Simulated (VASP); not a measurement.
# Co (R-3m) in VASP: single point with PBE

Aim: the single point of Co with PBE.

All numbers are computed with VASP 6.6.1; they aren't measurements. Logs are shortened: lines on timing, memory, paths and dates and some standing lists are left out, and cuts for length are marked.

### Step 1. The cell of the first run

Symmetry: R-3m, No. 166, trigonal system. Conventional cell: a = 2.441 Å, b = 2.441 Å, c = 24.532 Å, α = 90.00°, β = 90.00°, γ = 120.00°. Within 3.0 Å of Co (site symmetry 3m) lie 10 Co at 2.25 to 2.44 Å. Co (site symmetry 3m) has 12 Co at 2.42 to 2.45 Å within 3.2 Å.

### Step 2. Single point, PBE

The input, INCAR:

```
PREC     = Accurate       # precision mode
ENCUT    = 520            # plane-wave cutoff, eV
EDIFF    = 1E-6           # SCF threshold, eV
ISMEAR   = 0              # smearing method
SIGMA    = 0.1            # smearing width, eV
LREAL    = F              # projectors in reciprocal space
LASPH    = T              # aspherical terms in the spheres
NELM     = 80             # most SCF steps
ALGO     = Fast           # electronic algorithm
ISIF     = 2              # what is computed and relaxed
LWAVE    = F              # write WAVECAR
LCHARG   = T              # write CHGCAR
GGA      = PE             # functional
LELF     = T              # ELF
LVHAR    = T            
NBANDS   = 26             # bands
```

The input, KPOINTS:

```
regular mesh
0
Gamma
  21 21 21
```

The input, POSCAR:

```
Co
1.0
    1.2203009378      0.7045410750      8.1773121418
   -1.2203009378      0.7045410750      8.1773121418
    0.0000000000     -1.4090821499      8.1773121418
Co
4
Direct
    0.0457652677      0.0457652677      0.0457652677
    0.9542347323      0.9542347323      0.9542347323
    0.2074524104      0.2074524104      0.2074524104
    0.7925475896      0.7925475896      0.7925475896
```

Potentials or basis: VASP PAW PBE potentials, release 64 (Co).

The run is started by

```
> cat potpaw_PBE.64/Co/POTCAR > POTCAR
> mpirun -np 1 vasp_std > vasp.out
```

OUTCAR:

```text
PREC = Accurate
   ENCUT = 520
   EDIFF = 1E-6
   ISMEAR = 0
   LREAL = F
   LASPH = T
   NELM = 80
   ISIF = 2
   GGA = PE

 ion  position               nearest neighbor table
   1  0.046  0.046  0.046-   2 2.25   4 2.42   4 2.42   4 2.42
   2  0.954  0.954  0.954-   1 2.25   3 2.42   3 2.42   3 2.42
   3  0.207  0.207  0.207-   2 2.42   2 2.42   2 2.42   4 2.45   4 2.45   4 2.45
   4  0.793  0.793  0.793-   1 2.42   1 2.42   1 2.42   3 2.45   3 2.45   3 2.45

  LATTYP: Found a trigonal (rhomboedric) cell.
 ALAT       =     8.2978278103
 COS(alpha) =     0.9567451262

  Lattice vectors:

 A1 = (   1.2203009378,   0.7045410750,   8.1773121418)
 A2 = (  -1.2203009378,   0.7045410750,   8.1773121418)
 A3 = (   0.0000000000,  -1.4090821499,   8.1773121418)

Analysis of symmetry for initial positions (statically):
=====================================================================
 Subroutine PRICEL returns:
 Original cell was already a primitive cell.

 Routine SETGRP: Setting up the symmetry group for a
 trigonal (rhombohedral) supercell.

 Subroutine GETGRP returns: Found 12 space group operations
 (whereof 12 operations were pure point group operations)
 out of a pool of 12 trial point group operations.

The static configuration has the point symmetry D_3d.

Analysis of symmetry for dynamics (positions and initial velocities):
=====================================================================
 Subroutine PRICEL returns:
 Original cell was already a primitive cell.

 Routine SETGRP: Setting up the symmetry group for a
 trigonal (rhombohedral) supercell.

 Subroutine GETGRP returns: Found 12 space group operations
 (whereof 12 operations were pure point group operations)
 out of a pool of 12 trial point group operations.

The dynamic configuration has the point symmetry D_3d.

 Subroutine INISYM returns: Found 12 space group operations
 (whereof 12 operations are pure point group operations),
 and found     1 'primitive' translations

----------------------------------------------------------------------------------------

                                     Primitive cell

  volume of cell :      42.1828

  direct lattice vectors                    reciprocal lattice vectors
[... 88 lines left out ...]
   LASPH  =      T    aspherical Exc in radial PAW
   ENCUT  =  520.0 eV  38.22 Ry    6.18 a.u.  15.43 15.43 15.43*2*pi/ulx,y,z
   NELM   =     80;   NELMIN=  2; NELMDL= -5     # of ELM steps
   EDIFF  = 0.1E-05   stopping-criterion for ELM
   LREAL  =      F    real-space projection
   EDIFFG = 0.1E-04   stopping-criterion for IOM
   NSW    =      0    number of steps for IOM
   IBRION =     -1    ionic relax: 0-MD 1-quasi-New 2-CG
   NFREE  =      0    steps in history (QN), initial steepest desc. (CG)
   ISIF   =      2    stress and relaxation
   ISYM   =      2    0-nonsym 1-usesym 2-fastsym
   POTIM  = 0.5000    time-step for ionic-motion
   TEBEG  =    0.0;   TEEND  =   0.0 temperature during run
   PSTRESS=    0.0 pullay stress
   NELECT =      36.0000    total number of electrons
   NUPDOWN=      -1.0000    fix difference up-down
   EMIN   =  10.00;   EMAX   =-10.00  energy-range for DOS
   EFERMI =   0.00;   METHOD = LEGACY
   ISMEAR =     0;   SIGMA  =   0.10  broadening in eV -4-tet -1-fermi 0-gaus
   EFERMI_NEDOS =   21; number of points for ismear=-14 and -15
   IALGO  =     68    algorithm
   IMIX   =      4    mixing-type and parameters
     AMIX     =   0.40;   BMIX     =  1.00
     AMIX_MAG =   1.60;   BMIX_MAG =  1.00
  volume/ion in A,a.u.               =      10.55        71.17
  Fermi-wavevector in a.u.,A,eV,Ry     =   1.552854  2.934469 32.808485  2.411356
  Thomas-Fermi vector in A             =   2.657169
   LORBIT       =      0    0 simple, 1 ext, 2 COOP (PROOUT), +10 PAW based schemes
   GGA     = PE    functional components
   LHFCALC =     F    Hartree Fock is set to
   AEXX    =    0.0000 exact exchange contribution
   IVDW    =     0    specifies the selected vdW correction
   LEPSILON=     F    determine dielectric tensor
   LRPA    =     F    only Hartree local field effects (RPA)
 non-spin polarized calculation
 RMM-DIIS sequential band-by-band and
 Gauss-broadening in eV      SIGMA  =   0.10
  energy-cutoff  :      520.00
  volume of cell :       42.18
 maximum number of plane-waves:      1161
 NGX is ok and might be reduce to    64
   NGX = 31   NGY = 31   NGZ = 31

 number of electron      35.9999994 magnetization

 Free energy of the ion-electron system (eV)
  ---------------------------------------------------
  ext. energy  EPLUGINS =         0.00000000
  ---------------------------------------------------
  free energy    TOTEN  =       -26.90618352 eV

  energy without entropy =      -26.84983057  energy(sigma->0) =      -26.87800705

 E-fermi :  10.5664     XC(G=0): -13.5670

 val. band max:       10.5660028817   @ k =  -0.1429  -0.3810   0.0952
 cond. band min:      10.5664824506   @ k =  -0.2857   0.0952   0.0952
 fundamental gap:      0.0004795689
 Fermi energy:        10.5663853052

 k-point     1 :       0.0000    0.0000    0.0000
  band No.  band energies     occupation
      1       1.5681      2.00000
      2       3.6718      2.00000
      3       3.9792      2.00000
      4       5.8759      2.00000
      5       7.4249      2.00000
      6       8.4223      2.00000
[... 685 lines left out ...]
     25      17.8874      0.00000
     26      19.8610      0.00000

 [... further k-points ...]

------------------------ aborting loop because EDIFF is reached ----------------------------------------

  FORCE on cell =-STRESS in cart. coord.  units (eV):
  Direction    XX          YY          ZZ          XY          YZ          ZX
  --------------------------------------------------------------------------------------
  -------------------------------------------------------------------------------------
  Total       -0.1581389     -0.1581389     -0.1988975      0.0000000     -0.0000000      0.0000000
  in kB       -6.0064011     -6.0064011     -7.5544855      0.0000000     -0.0000000      0.0000000
  external PRESSURE =      -6.5224292 kB  Pullay stress =       0.0000000 kB

 VOLUME and BASIS-vectors are now :
 -----------------------------------------------------------------------------
  energy-cutoff  :      520.00
  volume of cell :       42.18
      direct lattice vectors                 reciprocal lattice vectors
     1.220300938  0.704541075  8.177312142     0.409734996  0.236560610  0.040763191
    -1.220300938  0.704541075  8.177312142    -0.409734996  0.236560610  0.040763191
     0.000000000 -1.409082150  8.177312142     0.000000000 -0.473121221  0.040763191

 POSITION                                       TOTAL-FORCE (eV/Angst)
 -----------------------------------------------------------------------------------
      0.00000      0.00000      1.12271         0.000000     -0.000000     -0.007051
      0.00000      0.00000     23.40923         0.000000      0.000000      0.007051
      0.00000      0.00000      5.08921         0.000000     -0.000000     -0.001950
      0.00000      0.00000     19.44273         0.000000      0.000000      0.001950
 -----------------------------------------------------------------------------------
    total drift:                               -0.000000     -0.000000     -0.000000

  FREE ENERGIE OF THE ION-ELECTRON SYSTEM (eV)
  ---------------------------------------------------
  free  energy   TOTEN  =       -26.9061835214 eV

  energy  without entropy=      -26.8498305729  energy(sigma->0) =      -26.87800705
```

Run time: 86 min. Hardware: 1 thread of Intel Xeon 6975P-C (Granite Rapids), shared host; peak memory 1.2 GiB.

Results:

| Property | Result |
| --- | --- |
| Free energy | -26.9062 eV |
| Pressure | -0.7 GPa |
| Largest force | 0.007 eV/Å |
| Band gap on the k mesh | zero (bands 18 and 19 overlap by 1.21 eV) |

Forces on the atoms (eV/Å):
```
Co   0.000  0.000 -0.007
Co   0.000  0.000  0.007
Co   0.000  0.000 -0.002
Co   0.000  0.000  0.002
```

Levels at points of the mesh, in eV from the Fermi level:
| k point | band 15 | band 16 | band 17 | band 18 | band 19 | band 20 | band 21 | band 22 |
| --- | --- | --- | --- | --- | --- | --- | --- | --- |
| (0.00, 0.00, 0.00) | -1.56 | -0.79 | -0.79 | -0.66 | -0.66 | -0.32 | 0.04 | 0.04 |

Caveat: the run has no spin polarisation, though such a crystal can be magnetic. Spin polarisation is off, so any magnetic state and its effect on volume and gap are missing.
